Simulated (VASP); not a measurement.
# BaTiO3 (P4/mmm) in VASP: notebook

Runs on BaTiO3. Level: PBEsol. Tasks: single point.

Everything below comes from runs of VASP 6.6.1. Logs are shortened: lines on timing, memory, paths and dates and some standing lists are left out, and cuts for length are marked.

### 1 The cell of the first run

The structure is tetragonal, space group P4/mmm (No. 123). Conventional cell: a = 4.000 Å, b = 4.000 Å, c = 3.897 Å, α = 90.00°, β = 90.00°, γ = 90.00°. Within 3.7 Å of Ba (site symmetry 4/mmm) lie 12 O at 2.79 to 2.83 Å and 8 Ti at 3.43 Å. Within 2.6 Å of Ti (site symmetry 4/mmm) lie 6 O at 1.95 to 2.00 Å. Within 2.6 Å of O (site symmetry 4/mmm) lie 2 Ti at 1.95 Å. O (site symmetry mmm) has 2 Ti at 2.00 Å within 2.6 Å.

### 2 Single point, PBEsol (zz strain of -3 %)

The input, INCAR:

```
ALGO = Normal ; EDIFF = 1E-6
ENCUT = 520 ; GGA = PS
ISIF = 2 ; ISMEAR = -1
LASPH = True ; LCHARG = True
LELF = True ; LREAL = False
LVHAR = True ; LWAVE = False
NBANDS = 28 ; NELM = 60
PREC = Accurate ; SIGMA = 0.03
```

The input, KPOINTS:

```
k-points
0
Gamma
  7 7 7
```

The input, POSCAR:

```
BaTiO3
1.0
    3.9998000000      0.0000000000      0.0000000000
    0.0000000000      3.9998000000      0.0000000000
    0.0000000000      0.0000000000      3.8974600000
Ba Ti O
1 1 3
Direct
    0.0000000000      0.0000000000      0.0000000000
    0.5000000000      0.5000000000      0.5000000000
    0.5000000000      0.5000000000      0.0000000000
    0.5000000000      0.0000000000      0.5000000000
    0.0000000000      0.5000000000      0.5000000000
```

Potentials or basis: VASP PAW PBE potentials, release 64 (Ba_sv, Ti_sv, O).

On the command line:

```console
cat potpaw_PBE.64/Ba_sv/POTCAR potpaw_PBE.64/Ti_sv/POTCAR potpaw_PBE.64/O/POTCAR > POTCAR
mpirun -np 1 vasp_std > vasp.out
```

OUTCAR:

```text
EDIFF = 1E-6
   ENCUT = 520
   GGA = PS
   ISIF = 2
   ISMEAR = -1
   LASPH = True
   LREAL = False
   NELM = 60
   PREC = Accurate

 ion  position               nearest neighbor table
   1  0.000  0.000  0.000-   4 2.79   5 2.79   4 2.79   5 2.79   5 2.79   5 2.79   4 2.79   4 2.79
                             3 2.83   3 2.83   3 2.83   3 2.83   2 3.43   2 3.43   2 3.43   2 3.43
   2  0.500  0.500  0.500-   3 1.95   3 1.95   5 2.00   4 2.00   4 2.00   5 2.00   1 3.43   1 3.43
                             1 3.43   1 3.43   1 3.43   1 3.43   1 3.43   1 3.43
   3  0.500  0.500  0.000-   2 1.95   2 1.95   1 2.83   1 2.83   1 2.83   1 2.83
   4  0.500  0.000  0.500-   2 2.00   2 2.00   1 2.79   1 2.79   1 2.79   1 2.79
   5  0.000  0.500  0.500-   2 2.00   2 2.00   1 2.79   1 2.79   1 2.79   1 2.79

  LATTYP: Found a simple tetragonal cell.
 ALAT       =     3.9998000000
 C/A-ratio  =     0.9744137207

  Lattice vectors:

 A1 = (   3.9998000000,   0.0000000000,   0.0000000000)
 A2 = (   0.0000000000,   3.9998000000,   0.0000000000)
 A3 = (   0.0000000000,   0.0000000000,   3.8974600000)

Analysis of symmetry for initial positions (statically):
=====================================================================
 Subroutine PRICEL returns:
 Original cell was already a primitive cell.

 Routine SETGRP: Setting up the symmetry group for a
 simple tetragonal supercell.

 Subroutine GETGRP returns: Found 16 space group operations
 (whereof 16 operations were pure point group operations)
 out of a pool of 16 trial point group operations.

The static configuration has the point symmetry D_4h.

Analysis of symmetry for dynamics (positions and initial velocities):
=====================================================================
 Subroutine PRICEL returns:
 Original cell was already a primitive cell.

 Routine SETGRP: Setting up the symmetry group for a
 simple tetragonal supercell.

 Subroutine GETGRP returns: Found 16 space group operations
 (whereof 16 operations were pure point group operations)
 out of a pool of 16 trial point group operations.

The dynamic configuration has the point symmetry D_4h.

 Subroutine INISYM returns: Found 16 space group operations
 (whereof 16 operations are pure point group operations),
 and found     1 'primitive' translations

----------------------------------------------------------------------------------------

                                     Primitive cell

  volume of cell :      62.3531

  direct lattice vectors                    reciprocal lattice vectors
     3.999800000  0.000000000  0.000000000     0.250012501  0.000000000  0.000000000
     0.000000000  3.999800000  0.000000000     0.000000000  0.250012501  0.000000000
     0.000000000  0.000000000  3.897460000     0.000000000  0.000000000  0.256577361

  length of vectors
     3.999800000  3.999800000  3.897460000     0.250012501  0.250012501  0.256577361

  position of ions in fractional coordinates (direct lattice)
     0.000000000  0.000000000  0.000000000
     0.500000000  0.500000000  0.500000000
     0.500000000  0.500000000  0.000000000
     0.500000000  0.000000000  0.500000000
     0.000000000  0.500000000  0.500000000

  ion indices of the primitive-cell ions
   primitive index   ion index
                 1           1
                 2           2
                 3           3
                 4           4
                 5           5

----------------------------------------------------------------------------------------

 KPOINTS: k-points

Automatic generation of k-mesh.
 Grid dimensions read from file:
 generate k-points for:    7    7    7

 Generating k-lattice:

  Cartesian coordinates                     Fractional coordinates (reciprocal lattice)
     0.035716072  0.000000000  0.000000000     0.142857143  0.000000000  0.000000000
     0.000000000  0.035716072  0.000000000     0.000000000  0.142857143  0.000000000
     0.000000000  0.000000000  0.036653909     0.000000000  0.000000000  0.142857143

  Length of vectors
     0.035716072  0.035716072  0.036653909

  Shift w.r.t. Gamma in fractional coordinates (k-lattice)
     0.000000000  0.000000000  0.000000000

 Subroutine IBZKPT returns following result:
 ===========================================

 Found     40 irreducible k-points:

 Following reciprocal coordinates:
            Coordinates               Weight
  0.000000  0.000000  0.000000      1.000000
  0.142857  0.000000  0.000000      4.000000
  0.285714  0.000000  0.000000      4.000000
  0.428571  0.000000  0.000000      4.000000
  0.142857  0.142857  0.000000      4.000000
  0.285714  0.142857  0.000000      8.000000
[... 16 lines left out ...]
  0.285714  0.000000  0.285714      8.000000
  0.428571  0.000000  0.285714      8.000000
 [... further k-points ...]
   k-points           NKPTS =     40   k-points in BZ     NKDIM =     40   number of bands    NBANDS=     28
   number of dos      NEDOS =    301   number of ions     NIONS =      5
   total plane-waves  NPLWV =  27000
   dimension x,y,z NGX =    30 NGY =   30 NGZ =   30
   dimension x,y,z NGXF=    60 NGYF=   60 NGZF=   60
   ions per type =               1   1   3
   NGX,Y,Z   is equivalent  to a cutoff of  12.47, 12.47, 12.80 a.u.
   NGXF,Y,Z  is equivalent  to a cutoff of  24.94, 24.94, 25.59 a.u.
 SYSTEM =  unknown system
   PREC   = accura    normal or accurate (medium, high low for compatibility)
   ISTART =      0    job   : 0-new  1-cont  2-samecut
   ICHARG =      2    charge: 1-file 2-atom 10-const
   ISPIN  =      1    spin polarized calculation?
   LNONCOLLINEAR =      F non collinear calculations
   LSORBIT =      F    spin-orbit coupling
   LASPH  =      T    aspherical Exc in radial PAW
   ENCUT  =  520.0 eV  38.22 Ry    6.18 a.u.   7.44  7.44  7.25*2*pi/ulx,y,z
   NELM   =     60;   NELMIN=  2; NELMDL= -5     # of ELM steps
   EDIFF  = 0.1E-05   stopping-criterion for ELM
   LREAL  =      F    real-space projection
   EDIFFG = 0.1E-04   stopping-criterion for IOM
   NSW    =      0    number of steps for IOM
   IBRION =     -1    ionic relax: 0-MD 1-quasi-New 2-CG
   NFREE  =      0    steps in history (QN), initial steepest desc. (CG)
   ISIF   =      2    stress and relaxation
   ISYM   =      2    0-nonsym 1-usesym 2-fastsym
   POTIM  = 0.5000    time-step for ionic-motion
   TEBEG  =    0.0;   TEEND  =   0.0 temperature during run
   PSTRESS=    0.0 pullay stress
   NELECT =      40.0000    total number of electrons
   NUPDOWN=      -1.0000    fix difference up-down
   EMIN   =  10.00;   EMAX   =-10.00  energy-range for DOS
   EFERMI =   0.00;   METHOD = LEGACY
   ISMEAR =    -1;   SIGMA  =   0.03  broadening in eV -4-tet -1-fermi 0-gaus
   EFERMI_NEDOS =   21; number of points for ismear=-14 and -15
   IALGO  =     38    algorithm
   IMIX   =      4    mixing-type and parameters
     AMIX     =   0.40;   BMIX     =  1.00
     AMIX_MAG =   1.60;   BMIX_MAG =  1.00
  volume/ion in A,a.u.               =      12.47        84.16
  Fermi-wavevector in a.u.,A,eV,Ry     =   1.411916  2.668134 27.123293  1.993506
  Thomas-Fermi vector in A             =   2.533718
   LORBIT       =      0    0 simple, 1 ext, 2 COOP (PROOUT), +10 PAW based schemes
   GGA     = PS    functional components
   LHFCALC =     F    Hartree Fock is set to
   AEXX    =    0.0000 exact exchange contribution
   IVDW    =     0    specifies the selected vdW correction
   LEPSILON=     F    determine dielectric tensor
   LRPA    =     F    only Hartree local field effects (RPA)
 non-spin polarized calculation
  energy-cutoff  :      520.00
  volume of cell :       62.35
 maximum number of plane-waves:      1698
 NGX is ok and might be reduce to    30
   NGX = 15   NGY = 15   NGZ = 15

 number of electron      39.9999987 magnetization

 Free energy of the ion-electron system (eV)
  ---------------------------------------------------
  ext. energy  EPLUGINS =         0.00000000
  ---------------------------------------------------
  free energy    TOTEN  =       -41.95402892 eV

  energy without entropy =      -41.95402892  energy(sigma->0) =      -41.95402892

 E-fermi :   4.6646     XC(G=0): -11.6653

 val. band max:        3.8534505618   @ k =   0.4286   0.4286   0.4286
 cond. band min:       5.6278238662   @ k =   0.0000   0.0000   0.0000
 fundamental gap:      1.7743733044
 Fermi energy:         4.6645890415

 k-point     1 :       0.0000    0.0000    0.0000
  band No.  band energies     occupation
      1     -52.3399      2.00000
      2     -28.6946      2.00000
      3     -28.6748      2.00000
      4     -28.6748      2.00000
      5     -20.7907      2.00000
      6     -12.9917      2.00000
[... 20 lines left out ...]
     27       8.9923      0.00000
     28      11.4156      0.00000

 k-point     2 :       0.1429    0.0000    0.0000
  band No.  band energies     occupation
      1     -52.3397      2.00000
      2     -28.6942      2.00000
      3     -28.6854      2.00000
      4     -28.6744      2.00000
      5     -20.7657      2.00000
      6     -13.0262      2.00000
[... 20 lines left out ...]
     27       9.3925      0.00000
     28      11.8996      0.00000

 k-point     3 :       0.2857    0.0000    0.0000
  band No.  band energies     occupation
      1     -52.3392      2.00000
      2     -28.7091      2.00000
      3     -28.6932      2.00000
      4     -28.6735      2.00000
      5     -20.7086      2.00000
      6     -13.1551      2.00000
[... 20 lines left out ...]
     27      10.3813      0.00000
     28      12.3694      0.00000

 k-point     4 :       0.4286    0.0000    0.0000
  band No.  band energies     occupation
      1     -52.3388      2.00000
      2     -28.7279      2.00000
      3     -28.6925      2.00000
      4     -28.6727      2.00000
      5     -20.6616      2.00000
      6     -13.2854      2.00000
[... 578 lines left out ...]
     27      10.7394      0.00000
     28      12.5027      0.00000

 k-point    23 :       0.2857    0.0000    0.2857
  band No.  band energies     occupation
      1     -52.3382      2.00000
      2     -28.7394      2.00000
      3     -28.7065      2.00000
      4     -28.6716      2.00000
      5     -20.6317      2.00000
      6     -12.8991      2.00000
[... 20 lines left out ...]
     27      11.7717      0.00000
     28      12.6948      0.00000

 k-point    24 :       0.4286    0.0000    0.2857
  band No.  band energies     occupation
      1     -52.3379      2.00000
      2     -28.7382      2.00000
      3     -28.7249      2.00000
      4     -28.6709      2.00000
      5     -20.5965      2.00000
      6     -12.8912      2.00000
[... 20 lines left out ...]
     27      12.5510      0.00000
     28      12.8855      0.00000

 [... further k-points ...]
[... 5 lines left out ...]
  --------------------------------------------------------------------------------------
  -------------------------------------------------------------------------------------
  Total        0.3321478      0.3321478      2.6071510      0.0000000     -0.0000000      0.0000000
  in kB        8.5346104      8.5346104     66.9913228      0.0000000     -0.0000000      0.0000000
  external PRESSURE =      28.0201812 kB  Pullay stress =       0.0000000 kB

 VOLUME and BASIS-vectors are now :
 -----------------------------------------------------------------------------
  energy-cutoff  :      520.00
  volume of cell :       62.35
      direct lattice vectors                 reciprocal lattice vectors
     3.999800000  0.000000000  0.000000000     0.250012501  0.000000000  0.000000000
     0.000000000  3.999800000  0.000000000     0.000000000  0.250012501  0.000000000
     0.000000000  0.000000000  3.897460000     0.000000000  0.000000000  0.256577361

 POSITION                                       TOTAL-FORCE (eV/Angst)
 -----------------------------------------------------------------------------------
      0.00000      0.00000      0.00000         0.000000      0.000000      0.000000
      1.99990      1.99990      1.94873         0.000000      0.000000      0.000000
      1.99990      1.99990      0.00000         0.000000      0.000000      0.000000
      1.99990      0.00000      1.94873         0.000000      0.000000      0.000000
      0.00000      1.99990      1.94873         0.000000      0.000000      0.000000
 -----------------------------------------------------------------------------------
    total drift:                                0.000000      0.000000     -0.000000

  FREE ENERGIE OF THE ION-ELECTRON SYSTEM (eV)
  ---------------------------------------------------
  free  energy   TOTEN  =       -41.9540289158 eV

  energy  without entropy=      -41.9540289158  energy(sigma->0) =      -41.95402892
```

It took 2.6 min on 1 thread of AMD EPYC 7R13, shared host; peak memory 0.19 GiB.

What came out:

```
Free energy            : -41.9540 eV
Pressure               : 2.8 GPa
Band gap on the k mesh : 1.77 eV, indirect (least direct gap 1.81 eV)
```

Stress tensor (GPa, compression positive):
```
0.85 0.00 0.00
0.00 0.85 0.00
0.00 0.00 6.70
```

Levels at points of the mesh, in eV from the valence-band top:
| k point | band 18 | band 19 | band 20 | band 21 | band 22 | band 23 |
| --- | --- | --- | --- | --- | --- | --- |
| (0.00, 0.00, 0.00) | -0.07 | -0.07 | -0.04 | 1.77 | 1.83 | 1.83 |

Caveat: the cell differs from its parent crystal (zz strain of -3 %); the PAW data sets were made with another functional, which shifts forces and pressure a little; spin-orbit coupling is left out, which moves the levels of the heavy elements. A k mesh can miss the band edges.

### 3 Single point, PBEsol (volume scaled by 0.99)

The input, INCAR:

```
SYSTEM = BaTiO3
  PREC = Accurate
  ENCUT = 520
  EDIFF = 1E-6
  ISMEAR = -1
  SIGMA = 0.03
  LREAL = .False.
  LASPH = .True.
  NELM = 60
  ALGO = Normal
  ISIF = 2
  LWAVE = .False.
  LCHARG = .True.
  GGA = PS
  LELF = .True.
  LVHAR = .True.
  NBANDS = 28
```

The input, KPOINTS:

```
Automatic mesh
0
Gamma
  7 7 7
  0 0 0
```

POSCAR: that of step 2 with these lines changed.

```diff
@@ -2,5 +2,5 @@
 1.0
-    3.9998000000      0.0000000000      0.0000000000
-    0.0000000000      3.9998000000      0.0000000000
-    0.0000000000      0.0000000000      3.8974600000
+    3.9864226426      0.0000000000      0.0000000000
+    0.0000000000      3.9864226426      0.0000000000
+    0.0000000000      0.0000000000      4.0045617725
 Ba Ti O
```

Potentials or basis: VASP PAW PBE potentials, release 64 (Ba_sv, Ti_sv, O).

On the command line:

```console
cat potpaw_PBE.64/Ba_sv/POTCAR potpaw_PBE.64/Ti_sv/POTCAR potpaw_PBE.64/O/POTCAR > POTCAR
mpirun -np 1 vasp_std > vasp.out
```

OUTCAR:

```text
SYSTEM = BaTiO3
   PREC = Accurate
   ENCUT = 520
   EDIFF = 1E-6
   ISMEAR = -1
   LREAL = .False.
   LASPH = .True.
   NELM = 60
   ISIF = 2
   GGA = PS

 ion  position               nearest neighbor table
   1  0.000  0.000  0.000-   3 2.82   3 2.82   3 2.82   3 2.82   5 2.83   4 2.83   5 2.83   5 2.83
                             5 2.83   4 2.83   4 2.83   4 2.83   2 3.46   2 3.46   2 3.46   2 3.46
   2  0.500  0.500  0.500-   4 1.99   5 1.99   4 1.99   5 1.99   3 2.00   3 2.00   1 3.46   1 3.46
                             1 3.46   1 3.46   1 3.46   1 3.46   1 3.46   1 3.46
[... 952 lines left out ...]
  -------------------------------------------------------------------------------------
  Total       -0.3105472     -0.3105472     -0.6655396      0.0000000     -0.0000000      0.0000000
  in kB       -7.8183749     -7.8183749    -16.7557092      0.0000000     -0.0000000      0.0000000
  external PRESSURE =     -10.7974863 kB  Pullay stress =       0.0000000 kB

 VOLUME and BASIS-vectors are now :
 -----------------------------------------------------------------------------
  energy-cutoff  :      520.00
  volume of cell :       63.64
      direct lattice vectors                 reciprocal lattice vectors
     3.986422643  0.000000000  0.000000000     0.250851475  0.000000000  0.000000000
     0.000000000  3.986422643  0.000000000     0.000000000  0.250851475  0.000000000
     0.000000000  0.000000000  4.004561772     0.000000000  0.000000000  0.249715214

 POSITION                                       TOTAL-FORCE (eV/Angst)
 -----------------------------------------------------------------------------------
      0.00000      0.00000      0.00000         0.000000      0.000000      0.000000
      1.99321      1.99321      2.00228         0.000000      0.000000      0.000000
      1.99321      1.99321      0.00000         0.000000      0.000000      0.000000
      1.99321      0.00000      2.00228         0.000000      0.000000      0.000000
      0.00000      1.99321      2.00228         0.000000      0.000000      0.000000
 -----------------------------------------------------------------------------------
    total drift:                                0.000000      0.000000     -0.000000

  FREE ENERGIE OF THE ION-ELECTRON SYSTEM (eV)
  ---------------------------------------------------
  free  energy   TOTEN  =       -41.9802569491 eV

  energy  without entropy=      -41.9802569491  energy(sigma->0) =      -41.98025695
```

It took 2.4 min on 1 thread of AMD EPYC 7R13, shared host; peak memory 0.19 GiB.

What came out:

- Free energy: -41.9803 eV
- Pressure: -1.1 GPa
- Band gap on the k mesh: 1.77 eV, indirect (least direct gap 1.85 eV)

Caveat: the PAW data sets were made with another functional, which shifts forces and pressure a little; spin-orbit coupling is left out, which moves the levels of the heavy elements.

### 4 Single point, PBEsol (zz strain of -1 %)

The input, INCAR:

```
PREC     = Accurate       # precision mode
ENCUT    = 520            # plane-wave cutoff, eV
EDIFF    = 1E-7           # SCF threshold, eV
ISMEAR   = -1             # smearing method
SIGMA    = 0.03           # smearing width, eV
LREAL    = F              # projectors in reciprocal space
LASPH    = T              # aspherical terms in the spheres
NELM     = 60             # most SCF steps
ALGO     = Normal         # electronic algorithm
ISIF     = 2              # what is computed and relaxed
LWAVE    = F              # write WAVECAR
LCHARG   = F              # write CHGCAR
GGA      = PS             # functional
NBANDS   = 28             # bands
```

The input, KPOINTS:

```
regular mesh
0
Gamma
  7 7 7
```

POSCAR: that of step 3 with these lines changed.

```diff
@@ -2,5 +2,5 @@
 1.0
-    3.9864226426      0.0000000000      0.0000000000
-    0.0000000000      3.9864226426      0.0000000000
-    0.0000000000      0.0000000000      4.0045617725
+    3.9998000000      0.0000000000      0.0000000000
+    0.0000000000      3.9998000000      0.0000000000
+    0.0000000000      0.0000000000      3.9778200000
 Ba Ti O
```

On the command line:

```console
cat potpaw_PBE.64/Ba_sv/POTCAR potpaw_PBE.64/Ti_sv/POTCAR potpaw_PBE.64/O/POTCAR > POTCAR
mpirun -np 1 vasp_std > vasp.out
```

It took 2.6 min on 1 thread of AMD EPYC 7R13, shared host; peak memory 0.19 GiB.

The run converged. Its results:

| Property | Result |
| --- | --- |
| Free energy | -41.9800 eV |
| Pressure | -1.1 GPa |
| Band gap on the k mesh | 1.77 eV, indirect (least direct gap 1.84 eV) |

Stress tensor (GPa, compression positive):
```
-1.44  0.00  0.00
 0.00 -1.44  0.00
 0.00  0.00 -0.34
```

Levels at points of the mesh, in eV from the valence-band top:
```csv
k point,band 16,band 17,band 18,band 19,band 20,band 21,band 22,band 23,band 24,band 25
"(0.00, 0.00, 0.00)",-1.07,-1.05,-0.08,-0.08,-0.07,1.77,1.78,1.78,4.03,4.07
```

Caveat: the cell differs from its parent crystal (zz strain of -1 %); the PAW data sets were made with another functional, which shifts forces and pressure a little; spin-orbit coupling is left out, which moves the levels of the heavy elements. A k mesh can miss the band edges.

### 5 Summary

```csv
cell,gap on the mesh (eV),pressure (GPa)
"a = 4.000, b = 4.000, c = 3.897 Å, 5 atoms",1.77,2.8
"a = 3.986, b = 3.986, c = 4.005 Å, 5 atoms",1.77,-1.1
"a = 4.000, b = 4.000, c = 3.978 Å, 5 atoms",1.77,-1.1
```

Alike in all rows: task single point; level PBEsol; potentials or basis VASP PAW PBE potentials, release 64 (Ba_sv, Ti_sv, O); no spin polarisation; k mesh 7 × 7 × 7; cutoff (eV) 520; smearing fermi-dirac 0.03 eV.

Caveats: the PAW data sets were made with another functional, which shifts forces and pressure a little; spin-orbit coupling is left out, which moves the levels of the heavy elements.

Absolute energies hang on the potentials; compare differences alone.
